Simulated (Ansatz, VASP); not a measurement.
## One calculation of NbCd3, two programs

File POSCAR:

```
NbCd3
1.0
    4.2150000000      0.0000000000      0.0000000000
    0.0000000000      4.2150000000      0.0000000000
    0.0000000000      0.0000000000      4.2150000000
Nb Cd
1 3
Direct
    0.0000000000      0.0000000000      0.0000000000
    0.0000000000      0.5000000000      0.5000000000
    0.5000000000      0.0000000000      0.5000000000
    0.5000000000      0.5000000000      0.0000000000
```

The input INCAR.step1:

```
SYSTEM = NbCd3
PREC = Accurate
ENCUT = 520
ISMEAR = 0
SIGMA = 0.1
LREAL = .FALSE.
LASPH = .TRUE.
NELM = 100
NBANDS = 32
GGA = PE
ALGO = Normal
EDIFF = 1E-4
LWAVE = .TRUE.
LCHARG = .FALSE.
```

INCAR.step2

```
SYSTEM = NbCd3
PREC = Accurate
ENCUT = 520
EDIFF = 1E-6
ISMEAR = 0
SIGMA = 0.1
LREAL = .FALSE.
LASPH = .TRUE.
NELM = 100
ALGO = Normal
ISIF = 2
LWAVE = .FALSE.
LCHARG = .TRUE.
METAGGA = R2SCAN
LMIXTAU = .TRUE.
LELF = .TRUE.
LVHAR = .TRUE.
NBANDS = 32
ISTART = 1
```

File KPOINTS:

```
regular mesh
0
G
  8 8 8
  0 0 0
```

Input for Ansatz:

```yaml
crystal:
  lattice:
    - [4.215, 0.0, 0.0]
    - [0.0, 4.215, 0.0]
    - [0.0, 0.0, 4.215]
  atoms:
    - { symbol: Nb, position: [0.0, 0.0, 0.0] }
    - { symbol: Cd, position: [0.0, 0.5, 0.5] }
    - { symbol: Cd, position: [0.5, 0.0, 0.5] }
    - { symbol: Cd, position: [0.5, 0.5, 0.0] }
basis:
  ecutwfc: 500
kpoints:
  mp_grid: { grid: [8, 8, 8] }
hamiltonian:
  xc: r2scan
scf:
  occupations: { method: gaussian, width: 0.1 }
output:
  forces: true
  stress: true
  eigenvalues: true
```

Alike in both runs: task single point; functional r2SCAN; k mesh 8 × 8 × 8; occupations gaussian, width 0.1 eV; no spin polarisation.

|  | VASP | Ansatz |
| --- | --- | --- |
| version | VASP 6.6.1 | Ansatz 0.2.0 |
| potentials or method | VASP PAW PBE potentials, release 64 (Nb_sv, Cd), cutoff 520 eV | scalar-relativistic, plane waves, PAW |
| valence electrons in the cell | 49 | 73 |

```tsv
	VASP	Ansatz	Ansatz less VASP
gap on the k mesh at the Fermi level (eV)	none	none	-
pressure (GPa)	5.3	4.7	-0.67
```

VASP's potentials were made for PBE, not for r2SCAN. A gap of «none» marks a metal or a gap that the smearing closes. VASP's potentials hold 49 valence electrons a cell and Ansatz's 73, so a difference there can come from the potentials and not from the codes.
